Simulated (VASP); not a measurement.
Set up this calculation in VASP 6.6.1, as the native input.

```yaml
Task: single point
Functional: r2SCAN
Potentials_or_basis: VASP PAW PBE potentials, release 64 (Na_pv, Cl)
Cutoff: 550 eV
k_mesh: 3 × 3 × 3
Occupations: fermi-dirac, width 0.00861733 eV
Spin: no spin polarisation
Dipole_correction: no
Further_INCAR_settings: ALGO = Normal; EDIFF = 1e-06; NBANDS = 14
```

Crystal: NaCl.

```xyz
2
Lattice="3.5254 0.0000 0.0000 0.0000 3.5254 0.0000 0.0000 0.0000 3.5254" Properties=species:S:1:pos:R:3 pbc="T T T"
Na    0.0000    0.0000    0.0000
Cl    1.7627    1.7627    1.7627
```

The input as run:

POSCAR

```
NaCl
1.0
    3.5253839872      0.0000000000      0.0000000000
    0.0000000000      3.5253839872      0.0000000000
    0.0000000000      0.0000000000      3.5253839872
Na Cl
1 1
Direct
    0.0000000000      0.0000000000      0.0000000000
    0.5000000000      0.5000000000      0.5000000000
```

INCAR.step1

```
ALGO = Normal
EDIFF = 1E-5
ENCUT = 550
GGA = PE
GGA_COMPAT = F
ISMEAR = -1
LASPH = T
LCHARG = F
LREAL = F
LWAVE = T
NBANDS = 14
NELM = 120
PREC = Accurate
SIGMA = 0.008617333262145177
```

INCAR.step2

```
ALGO = Normal
EDIFF = 1E-6
ENCUT = 550
GGA_COMPAT = F
ISIF = 2
ISMEAR = -1
ISTART = 1
LASPH = T
LCHARG = F
LMIXTAU = T
LREAL = F
LWAVE = F
METAGGA = R2SCAN
NBANDS = 14
NELM = 120
PREC = Accurate
SIGMA = 0.008617333262145177
```

KPOINTS

```
k-points
0
Gamma
  3 3 3
```

Potentials or basis: VASP PAW PBE potentials, release 64 (Na_pv, Cl).

Launch:

```sh
$ cat potpaw_PBE.64/Na_pv/POTCAR potpaw_PBE.64/Cl/POTCAR > POTCAR
$ cp INCAR.step1 INCAR
$ mpirun -np 1 vasp_std > vasp.out
$ cp INCAR.step2 INCAR
$ mpirun -np 1 vasp_std > vasp.out
```

It gave:

```
Pressure               : -1.2 GPa
Band gap on the k mesh : 4.85 eV (least direct gap 5.21 eV)
```

Caveat: the k points lie up to 0.59 Å⁻¹ apart; the PAW data sets were made with another functional, which shifts forces and pressure a little; an odd mesh through Γ misses points on the zone boundary, where band edges can lie.

It took 9 s on 1 thread of Intel(R) Xeon(R) Platinum 8488C (Sapphire Rapids), on a shared host, peak memory 0.15 GiB.
